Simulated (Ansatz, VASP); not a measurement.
# LiH in VASP and in Ansatz

The input INCAR:

```
SYSTEM = LiH
PREC = Accurate ; ENCUT = 750
EDIFF = 1E-6 ; ISMEAR = 0
SIGMA = 0.01 ; LREAL = .FALSE.
LASPH = .TRUE. ; NELM = 120
ALGO = Normal ; ISIF = 2
LWAVE = .FALSE. ; LCHARG = .TRUE.
GGA = PE ; LELF = .TRUE.
LVHAR = .TRUE. ; NBANDS = 9
GGA_COMPAT = .FALSE.
```

The input KPOINTS:

```
regular mesh
0
G
  4 4 4
  0 0 0
```

Contents of POSCAR:

```
LiH
1.0
    0.0000000000      2.0003148300      2.0003148300
    2.0003148300      0.0000000000      2.0003148300
    2.0003148300      2.0003148300      0.0000000000
Li H
1 1
Direct
    0.0000000000      0.0000000000      0.0000000000
    0.5000000000      0.5000000000      0.5000000000
```

Input for Ansatz:

```yaml
crystal:
  lattice:
    - [0.0, 2.00031483, 2.00031483]
    - [2.00031483, 0.0, 2.00031483]
    - [2.00031483, 2.00031483, 0.0]
  atoms:
    - { symbol: Li, position: [0.0, 0.0, 0.0] }
    - { symbol: H, position: [0.5, 0.5, 0.5] }
basis:
  precision: f64
  xc_grid: 2
  ecutwfc: 700
  ecutrho_ratio: 4
kpoints:
  mp_grid: { grid: [4, 4, 4], shift: [0, 0, 0] }
hamiltonian:
  xc: pbe
  dispersion: none
  pseudopotentials:
    kind: paw
    azcp:
      H: "pseudopotentials/H.paw.azcp"
      Li: "pseudopotentials/Li.paw.azcp"
magnetization:
  spin_polarized: false
scf:
  lower_state_search: "off"
  max_iter: 200
  occupations: { method: fixed }
  convergence: { dr2_threshold: "1e-10 eV" }
output:
  forces: true
  stress: true
  eigenvalues: true
```

Alike in both runs: task single point; functional PBE; k mesh 4 × 4 × 4; no spin polarisation.

|  | VASP | Ansatz |
| --- | --- | --- |
| version | VASP 6.6.1 | Ansatz 0.2.0-dev |
| potentials or method | VASP PAW PBE potentials, release 64 (Li_sv, H), cutoff 750 eV | hard PAW set made for 700 eV |
| occupations | gaussian, width 0.01 eV | fixed |

```tsv
	VASP	Ansatz	Ansatz less VASP
gap on the k mesh at the Fermi level (eV)	2.97	2.97	+0.003
```

The k mesh is coarse, so the values compare programs but aren't converged.
